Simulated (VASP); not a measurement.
ZrTaC2, 4 atoms in the cell. It takes space group R-3m (No. 166, trigonal). The conventional cell has a = 3.233 Å, b = 3.233 Å, c = 15.919 Å, α = 90.00°, β = 90.00°, γ = 120.00°. Zr (site symmetry -3m) has 6 C at 2.33 Å within 3.1 Å. Ta (site symmetry -3m) has 6 C at 2.25 Å within 3.0 Å. C (site symmetry 3m) has 3 Ta at 2.25 Å and 3 Zr at 2.33 Å within 3.0 Å. 

```yaml
Program: VASP 6.6.1
Task: single point
Functional: LDA
Potentials_or_basis: VASP PAW LDA potentials, release 64 (Zr_sv, Ta_pv, C)
Cutoff: 520 eV
k_mesh: 4 × 4 × 4
Occupations: fermi-dirac, width 0.01 eV
Spin: no spin polarisation
Dipole_correction: no
Further_INCAR_settings: ALGO = Normal; EDIFF = 1e-06; NBANDS = 24
```

Potentials or basis: VASP PAW LDA potentials, release 64 (Zr_sv, Ta_pv, C).

The run is started by

```sh
$ cat potpaw_LDA.64/Zr_sv/POTCAR potpaw_LDA.64/Ta_pv/POTCAR potpaw_LDA.64/C/POTCAR > POTCAR
$ mpirun -np 1 vasp_std > vasp.out
```

Hardware: 1 thread of AMD EPYC 7R13 (shared host).

Question: How long does it take, and how much memory?

Answer: Wall time 74 s on 1 thread of AMD EPYC 7R13 (shared host), peak memory 0.19 GiB. Counts: scf iterations 13, k points 13.
